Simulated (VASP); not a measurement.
A run of VASP 6.6.1 is set up as follows.

The input POSCAR:

```
SnO2
1.0
    4.7380000000      0.0000000000      0.0000000000
    0.0000000000      4.7380000000      0.0000000000
    0.0000000000      0.0000000000      3.1865000000
Sn O
2 4
Direct
    0.0000000000      0.0000000000      0.0000000000
    0.5000000000      0.5000000000      0.5000000000
    0.3056906590      0.3056906590      0.0000000000
    0.1943093410      0.8056906590      0.5000000000
    0.6943093410      0.6943093410      0.0000000000
    0.8056906590      0.1943093410      0.5000000000
```

The input INCAR.step1:

```
SYSTEM = SnO2
PREC = Accurate
ENCUT = 520
ISMEAR = 0
SIGMA = 0.05
LREAL = .FALSE.
LASPH = .TRUE.
NELM = 80
NBANDS = 35
GGA = PE
ALGO = Normal
EDIFF = 1E-4
LWAVE = .TRUE.
LCHARG = .FALSE.
```

The input INCAR.step2:

```
SYSTEM = SnO2
PREC = Accurate
ENCUT = 520
EDIFF = 1E-6
ISMEAR = 0
SIGMA = 0.05
LREAL = .FALSE.
LASPH = .TRUE.
NELM = 80
ALGO = Normal
ISIF = 2
LWAVE = .FALSE.
LCHARG = .FALSE.
METAGGA = R2SCAN
LMIXTAU = .TRUE.
NBANDS = 35
ISTART = 1
```

Contents of KPOINTS:

```
regular mesh
0
G
  6 6 10
  0 0 0
```

Potentials or basis: VASP PAW PBE potentials, release 64 (Sn_d, O).

The run is started by

```sh
$ cat potpaw_PBE.64/Sn_d/POTCAR potpaw_PBE.64/O/POTCAR > POTCAR
$ cp INCAR.step1 INCAR
$ mpirun -np 1 vasp_std > vasp.out
$ cp INCAR.step2 INCAR
$ mpirun -np 1 vasp_std > vasp.out
```

Task: Predict the largest force.

Result: 0.041 eV/Å.

Task: Predict the band gap on the k mesh.

Result: 1.96 eV.

Stress tensor (GPa, compression positive):
```
3.74 0.00 0.00
0.00 3.74 0.00
0.00 0.00 5.01
```

Caveat: the cell stands under pressure; the PAW data sets were made with another functional, which shifts forces and pressure a little; spin-orbit coupling is left out, which moves the levels of the heavy elements.
